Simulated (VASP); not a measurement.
A run of VASP 6.6.1:

File INCAR:

```
PREC = Accurate ; ENCUT = 520
EDIFF = 1E-6 ; ISMEAR = 0
SIGMA = 0.01 ; LREAL = F
LASPH = T ; NELM = 60
ALGO = Normal ; ISIF = 2
LWAVE = F ; LCHARG = F
GGA = CA ; NBANDS = 26
```

Contents of KPOINTS:

```
Automatic mesh
0
Gamma
  8 8 4
```

File POSCAR:

```
GaN
1.0
    3.1467423024      0.0000000000      0.0000000000
   -1.5733711512      2.7251587731      0.0000000000
    0.0000000000      0.0000000000      5.1302023370
Ga N
2 2
Direct
    0.3333333333      0.6666666667     -0.0006996731
    0.6666666667      0.3333333333      0.4993003269
    0.3333333333      0.6666666667      0.3756996731
    0.6666666667      0.3333333333      0.8756996731
```

Potentials or basis: VASP PAW LDA potentials, release 64 (Ga_d, N).

Command:

```console
$ cat potpaw_LDA.64/Ga_d/POTCAR potpaw_LDA.64/N/POTCAR > POTCAR
$ mpirun -np 1 vasp_std > vasp.out
```

Hardware: 1 thread of Intel(R) Xeon(R) Platinum 8488C (Sapphire Rapids), with other jobs on the host.

Task: How long does it take, and how much memory?

Result: Wall time 19 s on 1 thread of Intel(R) Xeon(R) Platinum 8488C (Sapphire Rapids), with other jobs on the host, peak memory 0.15 GiB. Counts: scf iterations 17, k points 30.
